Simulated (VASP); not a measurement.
# HgTe (R3m) in VASP: further runs

The runs below take HgTe through single point, with r2SCAN.

All numbers are computed with VASP 6.6.1; they aren't measurements. Logs are shortened: lines on timing, memory, paths and dates and some standing lists are left out, and cuts for length are marked.

**1. The cell of the first run**

Symmetry: R3m, No. 160, trigonal system. The conventional cell has a = 4.559 Å, b = 4.559 Å, c = 11.167 Å, α = 90.00°, β = 90.00°, γ = 120.00°. Hg (site symmetry 3m) has 4 Te at 2.76 to 2.89 Å within 3.6 Å. Within 3.6 Å of Te (site symmetry 3m) lie 4 Hg at 2.76 to 2.89 Å.

**2. Single point, r2SCAN**

Input file POSCAR:

```
HgTe
1.0
    0.0000000000      3.2235000000      3.2235000000
    3.2235000000      0.0000000000      3.2235000000
    3.2235000000      3.2235000000      0.0000000000
Hg Te
1 1
Direct
    0.0089553322      0.0089553322      0.0089553322
    0.7500000000      0.7500000000      0.7500000000
```

Input file INCAR.step1:

```
SYSTEM = HgTe
ALGO = Normal ; EDIFF = 1E-4
ENCUT = 520 ; GGA = PE
ISMEAR = 0 ; LASPH = .TRUE.
LCHARG = .FALSE. ; LREAL = .FALSE.
LWAVE = .TRUE. ; NBANDS = 16
NELM = 100 ; PREC = Accurate
SIGMA = 0.15
```

Input file INCAR.step2:

```
SYSTEM = HgTe
ALGO = Normal ; EDIFF = 1E-6
ENCUT = 520 ; ISIF = 2
ISMEAR = 0 ; ISTART = 1
LASPH = .TRUE. ; LCHARG = .FALSE.
LMIXTAU = .TRUE. ; LREAL = .FALSE.
LWAVE = .FALSE. ; METAGGA = R2SCAN
NBANDS = 16 ; NELM = 100
PREC = Accurate ; SIGMA = 0.15
```

Input file KPOINTS:

```
k-points
0
G
  14 14 14
  0 0 0
```

Potentials or basis: VASP PAW PBE potentials, release 64 (Hg, Te).

Started as:

```
$ cat potpaw_PBE.64/Hg/POTCAR potpaw_PBE.64/Te/POTCAR > POTCAR
$ cp INCAR.step1 INCAR
$ mpirun -np 1 vasp_std > vasp.out
$ cp INCAR.step2 INCAR
$ mpirun -np 1 vasp_std > vasp.out
```

OUTCAR:

```text
SYSTEM = HgTe
   EDIFF = 1E-6
   ENCUT = 520
   ISIF = 2
   ISMEAR = 0
   ISTART = 1
   LASPH = .TRUE.
   LREAL = .FALSE.
   METAGGA = R2SCAN
   NELM = 100
   PREC = Accurate

 ion  position               nearest neighbor table
   1  0.009  0.009  0.009-   2 2.76   2 2.76   2 2.76   2 2.89
   2  0.750  0.750  0.750-   1 2.76   1 2.76   1 2.76   1 2.89

  LATTYP: Found a face centered cubic cell.
 ALAT       =     6.4470000000

  Lattice vectors:

 A1 = (   0.0000000000,   3.2235000000,   3.2235000000)
 A2 = (   3.2235000000,   0.0000000000,   3.2235000000)
 A3 = (   3.2235000000,   3.2235000000,   0.0000000000)

Analysis of symmetry for initial positions (statically):
=====================================================================
 Subroutine PRICEL returns:
 Original cell was already a primitive cell.

 Routine SETGRP: Setting up the symmetry group for a
 face centered cubic supercell.

 Subroutine GETGRP returns: Found  6 space group operations
 (whereof  6 operations were pure point group operations)
 out of a pool of 48 trial point group operations.

The static configuration has the point symmetry C_3v.

Analysis of symmetry for dynamics (positions and initial velocities):
=====================================================================
 Subroutine PRICEL returns:
 Original cell was already a primitive cell.

 Routine SETGRP: Setting up the symmetry group for a
 face centered cubic supercell.

 Subroutine GETGRP returns: Found  6 space group operations
 (whereof  6 operations were pure point group operations)
 out of a pool of 48 trial point group operations.

The dynamic configuration has the point symmetry C_3v.

 Subroutine INISYM returns: Found  6 space group operations
 (whereof  6 operations are pure point group operations),
 and found     1 'primitive' translations

----------------------------------------------------------------------------------------

                                     Primitive cell

  volume of cell :      66.9905

  direct lattice vectors                    reciprocal lattice vectors
     0.000000000  3.223500000  3.223500000    -0.155110904  0.155110904  0.155110904
     3.223500000  0.000000000  3.223500000     0.155110904 -0.155110904  0.155110904
     3.223500000  3.223500000  0.000000000     0.155110904  0.155110904 -0.155110904

  length of vectors
     4.558717418  4.558717418  4.558717418     0.268659967  0.268659967  0.268659967

  position of ions in fractional coordinates (direct lattice)
     0.008955332  0.008955332  0.008955332
     0.750000000  0.750000000  0.750000000

  ion indices of the primitive-cell ions
   primitive index   ion index
                 1           1
                 2           2

----------------------------------------------------------------------------------------

 KPOINTS: k-points

Automatic generation of k-mesh.
 Grid dimensions read from file:
 generate k-points for:   14   14   14

 Generating k-lattice:

  Cartesian coordinates                     Fractional coordinates (reciprocal lattice)
    -0.011079350  0.011079350  0.011079350     0.071428571  0.000000000  0.000000000
     0.011079350 -0.011079350  0.011079350     0.000000000  0.071428571  0.000000000
     0.011079350  0.011079350 -0.011079350     0.000000000  0.000000000  0.071428571

  Length of vectors
     0.019189998  0.019189998  0.019189998

  Shift w.r.t. Gamma in fractional coordinates (k-lattice)
     0.000000000  0.000000000  0.000000000

 Subroutine IBZKPT returns following result:
 ===========================================

 Found    288 irreducible k-points:

 Following reciprocal coordinates:
            Coordinates               Weight
  0.000000  0.000000  0.000000      1.000000
  0.071429  0.000000  0.000000      6.000000
  0.071429  0.071429  0.071429      2.000000
  0.142857  0.000000  0.000000      6.000000
  0.142857  0.142857  0.142857      2.000000
  0.214286  0.000000  0.000000      6.000000
[... 16 lines left out ...]
  0.285714  0.071429  0.000000     12.000000
  0.071429  0.071429 -0.214286      6.000000
 [... further k-points ...]
   k-points           NKPTS =    288   k-points in BZ     NKDIM =    288   number of bands    NBANDS=     16
   number of dos      NEDOS =    301   number of ions     NIONS =      2
   total plane-waves  NPLWV =  46656
   dimension x,y,z NGX =    36 NGY =   36 NGZ =   36
   dimension x,y,z NGXF=    72 NGYF=   72 NGZF=   72
   ions per type =               1   1
   NGX,Y,Z   is equivalent  to a cutoff of  13.13, 13.13, 13.13 a.u.
   NGXF,Y,Z  is equivalent  to a cutoff of  26.26, 26.26, 26.26 a.u.
 SYSTEM =  HgTe
   PREC   = accura    normal or accurate (medium, high low for compatibility)
   ISTART =      1    job   : 0-new  1-cont  2-samecut
   ICHARG =      0    charge: 1-file 2-atom 10-const
   ISPIN  =      1    spin polarized calculation?
   LNONCOLLINEAR =      F non collinear calculations
   LSORBIT =      F    spin-orbit coupling
   LASPH  =      T    aspherical Exc in radial PAW
   ENCUT  =  520.0 eV  38.22 Ry    6.18 a.u.   8.48  8.48  8.48*2*pi/ulx,y,z
   NELM   =    100;   NELMIN=  2; NELMDL=  0     # of ELM steps
   EDIFF  = 0.1E-05   stopping-criterion for ELM
   LREAL  =      F    real-space projection
   EDIFFG = 0.1E-04   stopping-criterion for IOM
   NSW    =      0    number of steps for IOM
   IBRION =     -1    ionic relax: 0-MD 1-quasi-New 2-CG
   NFREE  =      0    steps in history (QN), initial steepest desc. (CG)
   ISIF   =      2    stress and relaxation
   ISYM   =      2    0-nonsym 1-usesym 2-fastsym
   POTIM  = 0.5000    time-step for ionic-motion
   TEBEG  =    0.0;   TEEND  =   0.0 temperature during run
   PSTRESS=    0.0 pullay stress
   NELECT =      18.0000    total number of electrons
   NUPDOWN=      -1.0000    fix difference up-down
   EMIN   =  10.00;   EMAX   =-10.00  energy-range for DOS
   EFERMI =   0.00;   METHOD = LEGACY
   ISMEAR =     0;   SIGMA  =   0.15  broadening in eV -4-tet -1-fermi 0-gaus
   EFERMI_NEDOS =   21; number of points for ismear=-14 and -15
   IALGO  =     38    algorithm
   IMIX   =      4    mixing-type and parameters
     AMIX     =   0.40;   BMIX     =  1.00
     AMIX_MAG =   1.60;   BMIX_MAG =  1.00
  volume/ion in A,a.u.               =      33.50       226.04
  Fermi-wavevector in a.u.,A,eV,Ry     =   1.056399  1.996305 15.183815  1.115979
  Thomas-Fermi vector in A             =   2.191633
   LORBIT       =      0    0 simple, 1 ext, 2 COOP (PROOUT), +10 PAW based schemes
   METAGGA = R2SCAN    functional components
   LHFCALC =     F    Hartree Fock is set to
   AEXX    =    0.0000 exact exchange contribution
   IVDW    =     0    specifies the selected vdW correction
   LEPSILON=     F    determine dielectric tensor
   LRPA    =     F    only Hartree local field effects (RPA)
 non-spin polarized calculation
 Gauss-broadening in eV      SIGMA  =   0.15
  energy-cutoff  :      520.00
  volume of cell :       66.99
 maximum number of plane-waves:      1829
 NGX is ok and might be reduce to    36
   NGX = 17   NGY = 17   NGZ = 17

 number of electron      18.0000000 magnetization

 Free energy of the ion-electron system (eV)
  ---------------------------------------------------
  ext. energy  EPLUGINS =         0.00000000
  ---------------------------------------------------
  free energy    TOTEN  =       -75.11383218 eV

  energy without entropy =      -75.11367009  energy(sigma->0) =      -75.11375114

 E-fermi :   3.0903     XC(G=0):  -9.3550

 val. band max:        3.0127333480   @ k =   0.0000   0.0000   0.0000
 cond. band min:       3.4529904759   @ k =   0.0714   0.0714   0.0714
 fundamental gap:      0.4402571280
 Fermi energy:         3.0903184942

 k-point     1 :       0.0000    0.0000    0.0000
  band No.  band energies     occupation
      1      -9.5267      2.00000
      2      -4.8037      2.00000
      3      -4.8037      2.00000
      4      -4.6404      2.00000
      5      -4.1622      2.00000
      6      -4.1622      2.00000
[... 8 lines left out ...]
     15      12.9535      0.00000
     16      12.9535      0.00000

 k-point     2 :       0.0714    0.0000    0.0000
  band No.  band energies     occupation
      1      -9.4985      2.00000
      2      -4.7952      2.00000
      3      -4.7937      2.00000
      4      -4.6328      2.00000
      5      -4.1638      2.00000
      6      -4.1628      2.00000
[... 8 lines left out ...]
     15      12.4596      0.00000
     16      12.4998      0.00000

 k-point     3 :       0.0714    0.0714    0.0714
  band No.  band energies     occupation
      1      -9.5011      2.00000
      2      -4.7978      2.00000
      3      -4.7978      2.00000
      4      -4.6297      2.00000
      5      -4.1621      2.00000
      6      -4.1621      2.00000
[... 8 lines left out ...]
     15      12.5111      0.00000
     16      12.5111      0.00000

 k-point     4 :       0.1429    0.0000    0.0000
  band No.  band energies     occupation
      1      -9.4176      2.00000
      2      -4.7656      2.00000
      3      -4.7655      2.00000
      4      -4.6107      2.00000
      5      -4.1679      2.00000
      6      -4.1635      2.00000
[... 8 lines left out ...]
     15      12.0304      0.00000
     16      12.0449      0.00000
[... 324 lines left out ...]
 k-point    22 :       0.2143    0.1429    0.2143
  band No.  band energies     occupation
      1      -9.3356      2.00000
      2      -4.7674      2.00000
      3      -4.7508      2.00000
      4      -4.5409      2.00000
      5      -4.1702      2.00000
      6      -4.1476      2.00000
[... 8 lines left out ...]
     15      11.6833      0.00000
     16      12.4350      0.00000

 k-point    23 :       0.2857    0.0714    0.0000
  band No.  band energies     occupation
      1      -9.1866      2.00000
      2      -4.6993      2.00000
      3      -4.6436      2.00000
      4      -4.5234      2.00000
      5      -4.1793      2.00000
      6      -4.1450      2.00000
[... 8 lines left out ...]
     15      11.8174      0.00000
     16      12.4543      0.00000

 k-point    24 :       0.0714    0.0714   -0.2143
  band No.  band energies     occupation
      1      -9.1815      2.00000
      2      -4.6765      2.00000
      3      -4.6437      2.00000
      4      -4.5302      2.00000
      5      -4.1737      2.00000
      6      -4.1615      2.00000
[... 8 lines left out ...]
     15      11.7720      0.00000
     16      12.3798      0.00000

 [... further k-points ...]

------------------------ aborting loop because EDIFF is reached ----------------------------------------

  FORCE on cell =-STRESS in cart. coord.  units (eV):
  Direction    XX          YY          ZZ          XY          YZ          ZX
  --------------------------------------------------------------------------------------
  -------------------------------------------------------------------------------------
  Total        1.2255156      1.2255156      1.2255156     -0.3048516     -0.3048516     -0.3048516
  in kB       29.3100400     29.3100400     29.3100400     -7.2909811     -7.2909811     -7.2909811
  external PRESSURE =      29.3100400 kB  Pullay stress =       0.0000000 kB

 VOLUME and BASIS-vectors are now :
 -----------------------------------------------------------------------------
  energy-cutoff  :      520.00
  volume of cell :       66.99
      direct lattice vectors                 reciprocal lattice vectors
     0.000000000  3.223500000  3.223500000    -0.155110904  0.155110904  0.155110904
     3.223500000  0.000000000  3.223500000     0.155110904 -0.155110904  0.155110904
     3.223500000  3.223500000  0.000000000     0.155110904  0.155110904 -0.155110904

 POSITION                                       TOTAL-FORCE (eV/Angst)
 -----------------------------------------------------------------------------------
      0.05774      0.05774      0.05774        -0.179242     -0.179242     -0.179242
      4.83525      4.83525      4.83525         0.179242      0.179242      0.179242
 -----------------------------------------------------------------------------------
    total drift:                                0.000098      0.000098      0.000098

  FREE ENERGIE OF THE ION-ELECTRON SYSTEM (eV)
  ---------------------------------------------------
  free  energy   TOTEN  =       -75.1138321848 eV

  energy  without entropy=      -75.1136700918  energy(sigma->0) =      -75.11375114
```

Run time: 12 min. Hardware: 1 thread of Oxide Virtual Turin-like, shared host; peak memory 0.43 GiB.

What came out:

| Property | Result |
| --- | --- |
| Free energy | -75.1138 eV |
| Pressure | 2.9 GPa |
| Largest force | 0.310 eV/Å |
| Band gap on the k mesh | 0.08 eV |

Forces on the atoms (eV/Å):
```
Hg  -0.179 -0.179 -0.179
Te   0.179  0.179  0.179
```

Caveat: the cell differs from its parent crystal (all Hg atoms moved -0.100 Å, as atom 1 towards its neighbour atom 2 (Te) at 2.792 Å); the smearing spreads over this small gap; the PAW data sets were made with another functional, which shifts forces and pressure a little; spin-orbit coupling is left out, which moves the levels of the heavy elements. A k mesh can miss the band edges.

**3. Single point, r2SCAN**

Changes to POSCAR since step 2:

```diff
@@ -8,3 +8,3 @@
 Direct
-    0.0089553322      0.0089553322      0.0089553322
+   -0.0067164992     -0.0067164992     -0.0067164992
     0.7500000000      0.7500000000      0.7500000000
```

Input file INCAR.step1:

```
SYSTEM = HgTe
  PREC = Accurate
  ENCUT = 520
  ISMEAR = 0
  SIGMA = 0.15
  LREAL = .FALSE.
  LASPH = .TRUE.
  NELM = 80
  NBANDS = 16
  GGA = PE
  ALGO = Normal
  EDIFF = 1E-4
  LWAVE = .TRUE.
  LCHARG = .FALSE.
```

Input file INCAR.step2:

```
SYSTEM = HgTe
  PREC = Accurate
  ENCUT = 520
  EDIFF = 1E-6
  ISMEAR = 0
  SIGMA = 0.15
  LREAL = .FALSE.
  LASPH = .TRUE.
  NELM = 80
  ALGO = Normal
  ISIF = 2
  LWAVE = .FALSE.
  LCHARG = .TRUE.
  METAGGA = R2SCAN
  LMIXTAU = .TRUE.
  LELF = .TRUE.
  LVHAR = .TRUE.
  NBANDS = 16
  ISTART = 1
```

Input file KPOINTS:

```
Automatic mesh
0
G
  14 14 14
  0 0 0
```

Potentials or basis: VASP PAW PBE potentials, release 64 (Hg, Te).

Started as:

```
$ cat potpaw_PBE.64/Hg/POTCAR potpaw_PBE.64/Te/POTCAR > POTCAR
$ cp INCAR.step1 INCAR
$ mpirun -np 1 vasp_std > vasp.out
$ cp INCAR.step2 INCAR
$ mpirun -np 1 vasp_std > vasp.out
```

It took 14 min on 1 thread of Oxide Virtual Turin-like, shared host; peak memory 0.43 GiB.

Results (log left out):

```yaml
Free_energy: -75.1181 eV
Pressure: 2.9 GPa
Largest_force: 0.353 eV/Å
Band_gap_on_the_k_mesh: zero (filled and empty bands touch)
```

Forces in eV/Å, atoms in the order of the input:
```
Hg   0.204  0.204  0.204
Te  -0.204 -0.204 -0.204
```

Stress tensor (GPa, compression positive):
```
2.88 0.76 0.76
0.76 2.88 0.76
0.76 0.76 2.88
```

Levels at points of the mesh, in eV from the Fermi level:
| k point | band 7 | band 8 | band 9 | band 10 | band 11 | band 12 |
| --- | --- | --- | --- | --- | --- | --- |
| (0.00, 0.00, 0.00) | -0.56 | -0.16 | -0.12 | -0.12 | 4.37 | 4.37 |
| (0.50, 0.00, 0.00) | -5.79 | -1.26 | -1.06 | 0.77 | 5.02 | 5.38 |
| (0.50, 0.50, 0.50) | -6.02 | -1.25 | -1.25 | 0.97 | 5.28 | 5.28 |
| (0.50, 0.50, 0.00) | -5.77 | -2.54 | -2.53 | 1.93 | 2.58 | 8.61 |

Caveat: the cell differs from its parent crystal (all Hg atoms moved +0.075 Å, as atom 1 towards its neighbour atom 2 (Te) at 2.792 Å); semilocal functionals underestimate gaps, and a narrow one can read as zero; the PAW data sets were made with another functional, which shifts forces and pressure a little; spin-orbit coupling is left out, which moves the levels of the heavy elements.

The gap in the log of VASP goes by the Fermi energy; the results here count the filled bands.